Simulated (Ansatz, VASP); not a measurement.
Two plane-wave programs on Rb3N

```
CELL_PARAMETERS angstrom
4.03628 0.00000 0.00000
-2.01814 3.49552 0.00000
0.00000 0.00000 13.09668
ATOMIC_POSITIONS crystal
Rb 0.33333 0.66667 0.75368
Rb 0.00000 0.00000 0.00000
Rb 0.33333 0.66667 0.24632
N 0.00000 0.00000 0.50000
```

Change from the starting cell: species swapped into the MgSc3 type (P-6m2, No. 187).

Alike in both runs: task single point; functional PBE; k mesh 6 × 6 × 2; occupations gaussian, width 0.1 eV; no spin polarisation.

|  | VASP | Ansatz |
| --- | --- | --- |
| version | VASP 6.6.1 | Ansatz 0.2.0 |
| potentials or method | VASP PAW PBE potentials, release 64 (Rb_sv, N), cutoff 520 eV | scalar-relativistic, plane waves, PAW |
| valence electrons in the cell | 32 | 32 |

```csv
,VASP,Ansatz,Ansatz less VASP
gap on the k mesh at the Fermi level (eV),none,none,-
pressure (GPa),1.8,1.8,+0.01
"traceless stress, the component that is largest in VASP (GPa)",-3.26,-3.26,+0.001
rms of the force components (eV/Å),0.625,0.625,0.0000
```

Atom by atom the forces differ by 0.000 eV/Å (rms over components). A gap of «none» marks a metal or a gap that the smearing closes. With one functional, cell and mesh, what is left measures potentials, basis and numerics.
